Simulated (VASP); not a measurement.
# Mo in VASP: notebook

The runs below take Mo through single point, with PBEsol.

Everything below comes from runs of VASP 6.6.1. Logs are shortened: lines on timing, memory, paths and dates and some standing lists are left out, and cuts for length are marked.

### Step 1. The cell of the first run

The cell holds a slab with vacuum, 17 atoms: a = 6.300 Å, b = 5.456 Å, c = 17.682 Å, α = 90.00°, β = 90.00°, γ = 54.74°.

### Step 2. Single point, PBEsol

Input file INCAR:

```
ALGO = Normal
EDIFF = 1E-7
ENCUT = 520
GGA = PS
ISIF = 2
ISMEAR = 0
LASPH = True
LCHARG = False
LREAL = Auto
LWAVE = False
NBANDS = 133
NELM = 100
PREC = Accurate
SIGMA = 0.1
```

Input file KPOINTS:

```
k-points
0
Gamma
  3 4 1
```

Input file POSCAR:

```
Mo
1.0
    6.3000000000      0.0000000000      0.0000000000
    3.1500000000      4.4547730000      0.0000000000
    0.0000000000      0.0000000000     17.6821590000
Mo
17
Direct
   -0.2500000561      0.5000001122      0.0565541798
    0.2499999439      0.5000001122      0.0565541798
   -0.2500000000      1.0000000000      0.0565541798
    0.2500000000      1.0000000000      0.0565541798
   -0.0012856987      0.0024733022      0.1752047360
    0.5013161566     -0.0022580275      0.1752006641
    0.0013774168      0.4996943728      0.1762055753
    0.4985220649      0.5006993622      0.1762278577
   -0.2499586312      0.5000798020      0.2995910171
    0.2500583651      0.4999794602      0.2982276655
   -0.2498567535      0.9998846181      0.3014642612
    0.2499904001      1.0002172950      0.3018412514
   -0.0032463075      0.0055383293      0.4262699481
    0.5031680500     -0.0055881635      0.4263064821
    0.0038710171      0.4995370134      0.4210887935
    0.4960497824      0.5004239273      0.4210768606
    0.7495022346     -0.4989143106      0.5213166560
```

Potentials or basis: VASP PAW PBE potentials, release 64 (Mo_sv).

Command:

```console
> cat potpaw_PBE.64/Mo_sv/POTCAR > POTCAR
> mpirun -np 1 vasp_std > vasp.out
```

OUTCAR:

```text
EDIFF = 1E-7
   ENCUT = 520
   GGA = PS
   ISIF = 2
   ISMEAR = 0
   LASPH = True
   LREAL = Auto
   NELM = 100
   PREC = Accurate

 ion  position               nearest neighbor table
   1  0.750  0.500  0.057-   8 2.64   7 2.64   3 2.73   4 2.73   4 2.73   3 2.73   5 3.05   6 3.05
                             2 3.15   2 3.15
   2  0.250  0.500  0.057-   7 2.63   8 2.63   4 2.73   3 2.73   3 2.73   4 2.73   6 3.07   5 3.07
                             1 3.15   1 3.15
   3  0.750  0.000  0.057-   6 2.62   5 2.62   1 2.73   2 2.73   2 2.73   1 2.73   7 3.07   8 3.07
                             4 3.15   4 3.15
   4  0.250  0.000  0.057-   5 2.62   6 2.62   2 2.73   1 2.73   1 2.73   2 2.73   8 3.07   7 3.07
                             3 3.15   3 3.15
   5  0.999  0.002  0.175-   3 2.62   4 2.62   7 2.72   8 2.73   8 2.73  11 2.73   7 2.73  12 2.74
                             1 3.05   2 3.07  10 3.12   9 3.12   6 3.15   6 3.15
   6  0.501  0.998  0.175-   3 2.62   4 2.62   8 2.72   7 2.72   7 2.73  11 2.73   8 2.73  12 2.74
                             1 3.05   2 3.07  10 3.12   9 3.12   5 3.15   5 3.15
   7  0.001  0.500  0.176-   2 2.63   1 2.64  10 2.67   9 2.70   5 2.72   6 2.72   6 2.73   5 2.73
                             4 3.07   3 3.07   8 3.14  11 3.14  12 3.14   8 3.16
   8  0.499  0.501  0.176-   2 2.63   1 2.64  10 2.67   9 2.69   6 2.72   5 2.73   5 2.73   6 2.73
                             4 3.07   3 3.07   7 3.14  11 3.14  12 3.14   7 3.16
   9  0.750  0.500  0.300-  15 2.68  16 2.68   8 2.69   7 2.70  11 2.73  12 2.73  12 2.73  11 2.73
                             5 3.12   6 3.12  14 3.14  13 3.14  10 3.15  10 3.15
  10  0.250  0.500  0.298-   8 2.67   7 2.67  16 2.67  15 2.67  12 2.73  11 2.73  11 2.73  12 2.73
                             6 3.12   5 3.12   9 3.15   9 3.15  13 3.19  14 3.19
  11  0.750  1.000  0.301-  13 2.71  14 2.71   9 2.73  10 2.73   9 2.73  10 2.73   5 2.73   6 2.73
                            15 3.07  16 3.07   7 3.14   8 3.14  12 3.15  12 3.15
  12  0.250  0.000  0.302-  14 2.71  13 2.71  10 2.73   9 2.73   9 2.73  10 2.73   6 2.74   5 2.74
                            15 3.07  16 3.07   8 3.14   7 3.14  11 3.15  11 3.15
  13  0.997  0.006  0.426-  12 2.71  11 2.71  15 2.72  16 2.72  16 2.74  15 2.74  17 2.77   9 3.14
                            14 3.15  14 3.16  10 3.19
  14  0.503  0.994  0.426-  12 2.71  11 2.71  16 2.72  15 2.72  15 2.74  16 2.74  17 2.77   9 3.14
                            13 3.15  13 3.16  10 3.19
  15  0.004  0.500  0.421-  17 2.39  10 2.67   9 2.68  13 2.72  14 2.72  14 2.74  13 2.74  12 3.07
                            11 3.07  16 3.10  16 3.20
  16  0.496  0.500  0.421-  17 2.39  10 2.67   9 2.68  14 2.72  13 2.72  13 2.74  14 2.74  12 3.07
                            11 3.07  15 3.10  15 3.20
  17  0.750  0.501  0.521-  15 2.39  16 2.39  14 2.77  13 2.77

  LATTYP: Found a base centered orthorhombic cell.
 ALAT       =     6.3000000000
 B/A-ratio  =     1.4142136508
 C/A-ratio  =     2.8066919048

  Lattice vectors:

 A1 = (   3.1500000000,  -4.4547730000,   0.0000000000)
 A2 = (   3.1500000000,   4.4547730000,   0.0000000000)
 A3 = (   0.0000000000,   0.0000000000,  17.6821590000)

Analysis of symmetry for initial positions (statically):
[... 157 lines left out ...]
   IALGO  =     38    algorithm
   IMIX   =      4    mixing-type and parameters
     AMIX     =   0.40;   BMIX     =  1.00
     AMIX_MAG =   1.60;   BMIX_MAG =  1.00
  volume/ion in A,a.u.               =      29.19       196.99
  Fermi-wavevector in a.u.,A,eV,Ry     =   1.281445  2.421580 22.342148  1.642102
  Thomas-Fermi vector in A             =   2.413815
   LORBIT       =      0    0 simple, 1 ext, 2 COOP (PROOUT), +10 PAW based schemes
   GGA     = PS    functional components
   LHFCALC =     F    Hartree Fock is set to
   AEXX    =    0.0000 exact exchange contribution
   IVDW    =     0    specifies the selected vdW correction
   LEPSILON=     F    determine dielectric tensor
   LRPA    =     F    only Hartree local field effects (RPA)
 non-spin polarized calculation
 Gauss-broadening in eV      SIGMA  =   0.10
  energy-cutoff  :      520.00
  volume of cell :      496.25
 maximum number of plane-waves:     13400
   NGX = 23   NGY = 21   NGZ = 65

 number of electron     238.0000005 magnetization

 Free energy of the ion-electron system (eV)
  ---------------------------------------------------
  ext. energy  EPLUGINS =         0.00000000
  ---------------------------------------------------
  free energy    TOTEN  =      -188.10818560 eV

  energy without entropy =     -188.05515999  energy(sigma->0) =     -188.08167279

 E-fermi :   4.7807     XC(G=0):  -8.3618

 val. band max:        4.7677126547   @ k =  -0.3333   0.2500   0.0000
 cond. band min:       4.7907508740   @ k =   0.3333   0.5000   0.0000
 fundamental gap:      0.0230382193
 Fermi energy:         4.7806696638

 k-point     1 :       0.0000    0.0000    0.0000
  band No.  band energies     occupation
      1     -56.4012      2.00000
      2     -56.2396      2.00000
      3     -56.1951      2.00000
      4     -56.1864      2.00000
      5     -56.1404      2.00000
      6     -56.1119      2.00000
[... 927 lines left out ...]
    130       5.7087      0.00000
    131       5.7324      0.00000
 [bands above 131 left out]

------------------------ aborting loop because EDIFF is reached ----------------------------------------

  FORCE on cell =-STRESS in cart. coord.  units (eV):
  Direction    XX          YY          ZZ          XY          YZ          ZX
  --------------------------------------------------------------------------------------
  -------------------------------------------------------------------------------------
  Total      -15.5829189    -11.8448770      0.6114403      1.5874655     -0.0061009     -0.0032921
  in kB      -50.3104235    -38.2419227      1.9740729      5.1252310     -0.0196970     -0.0106288
  external PRESSURE =     -28.8594244 kB  Pullay stress =       0.0000000 kB

 VOLUME and BASIS-vectors are now :
 -----------------------------------------------------------------------------
  energy-cutoff  :      520.00
  volume of cell :      496.25
      direct lattice vectors                 reciprocal lattice vectors
     6.300000000  0.000000000  0.000000000     0.158730159 -0.112239165  0.000000000
     3.150000000  4.454773000  0.000000000     0.000000000  0.224478329  0.000000000
     0.000000000  0.000000000 17.682159000     0.000000000  0.000000000  0.056554180

 POSITION                                       TOTAL-FORCE (eV/Angst)
 -----------------------------------------------------------------------------------
      6.30000      2.22739      1.00000         0.000916      0.002912     -0.282470
      3.15000      2.22739      1.00000        -0.000373      0.002704      0.095553
      4.72500      0.00000      1.00000         0.001316      0.002727      0.073345
      1.57500      0.00000      1.00000         0.001853      0.002245      0.021582
      6.29969      0.01102      3.09800        -0.000782     -0.000581      0.010459
      6.30118      4.44471      3.09793        -0.000329      0.000599      0.008428
[... 9 lines left out ...]
      4.70145      2.22927      7.44555        -0.033555      0.001855     -0.043989
      6.30028      2.23222      9.21800        -0.004008     -0.005209      0.109926
 -----------------------------------------------------------------------------------
    total drift:                               -0.000556      0.001317      0.000129

  FREE ENERGIE OF THE ION-ELECTRON SYSTEM (eV)
  ---------------------------------------------------
  free  energy   TOTEN  =      -188.1081855991 eV

  energy  without entropy=     -188.0551599891  energy(sigma->0) =     -188.08167279
```

Wall time 28 min (1 thread of AMD EPYC 7R13 (Zen 3), shared host); peak memory 0.74 GiB.

Results:

```yaml
Free_energy: -188.1082 eV
Largest_force: 0.282 eV/Å
Band_gap_on_the_k_mesh: zero (band 119 reaches 5.72 eV, above the bottom of band 120 at 4.25 eV)
```

Forces in eV/Å, atoms in the order of the input:
```
Mo   0.001  0.003 -0.282
Mo   0.000  0.003  0.096
Mo   0.001  0.003  0.073
Mo   0.002  0.002  0.022
Mo  -0.001 -0.001  0.010
Mo   0.000  0.001  0.008
Mo   0.000 -0.007 -0.007
Mo  -0.001 -0.010 -0.009
Mo  -0.005 -0.001  0.025
Mo   0.002  0.003 -0.004
Mo   0.001  0.008 -0.002
Mo  -0.007 -0.010 -0.002
Mo   0.001 -0.001  0.027
Mo   0.003  0.008  0.024
Mo   0.042  0.004 -0.044
Mo  -0.034  0.002 -0.044
Mo  -0.004 -0.005  0.110
```

Caveat: the k points lie up to 0.41 Å⁻¹ apart; the PAW data sets were made with another functional, which shifts forces and pressure a little.

[end of part 1 of 2]
